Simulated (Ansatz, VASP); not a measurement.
Cu: VASP beside Ansatz

INCAR

```
PREC = Accurate ; ENCUT = 520
EDIFF = 1E-6 ; ISMEAR = 0
SIGMA = 0.1 ; LREAL = F
LASPH = T ; NELM = 80
ALGO = Normal ; ISIF = 2
LWAVE = F ; LCHARG = F
NBANDS = 12
```

KPOINTS

```
regular mesh
0
Gamma
  8 8 8
```

Contents of POSCAR:

```
Cu
1.0
    0.0000000000      1.8250000000      1.8250000000
    1.8250000000      0.0000000000      1.8250000000
    1.8250000000      1.8250000000      0.0000000000
Cu
1
Direct
    0.0000000000      0.0000000000      0.0000000000
```

Input for Ansatz:

```yaml
crystal:
  lattice:
    - [0.0, 1.825, 1.825]
    - [1.825, 0.0, 1.825]
    - [1.825, 1.825, 0.0]
  atoms:
    - { symbol: Cu, position: [0.0, 0.0, 0.0] }
basis:
  ecutwfc: 420
kpoints:
  mp_grid: { grid: [8, 8, 8] }
hamiltonian:
  xc: lda
  pseudopotentials: { kind: paw, azcp: { folder: soft_1 } }
scf:
  occupations: { method: gaussian, width: 0.1 }
output:
  forces: true
  stress: true
  eigenvalues: true
```

Alike in both runs: task single point; functional LDA; k mesh 8 × 8 × 8; occupations gaussian, width 0.1 eV; no spin polarisation.

|  | VASP | Ansatz |
| --- | --- | --- |
| version | VASP 6.6.1 | Ansatz 0.2.0 |
| potentials or method | VASP PAW LDA potentials, release 64 (Cu), cutoff 520 eV | scalar-relativistic, plane waves, PAW |
| valence electrons in the cell | 11 | 19 |

VASP gave:

- gap on the k mesh at the Fermi level (eV): none
- pressure (GPa): -14.2

Question: Which values does Ansatz return?

Answer: gap on the k mesh at the Fermi level (eV): none; pressure (GPa): -15.0.

Ansatz warns that its potentials were made for another functional, while VASP's fit it. LDA's correlation is that of Perdew and Zunger in VASP and of Perdew and Wang (1992) in Ansatz. A gap of «none» marks a metal or a gap that the smearing closes. VASP's potentials hold 11 valence electrons a cell and Ansatz's 19, so a difference there can come from the potentials and not from the codes.

The k mesh is coarse, so the values compare programs but aren't converged.
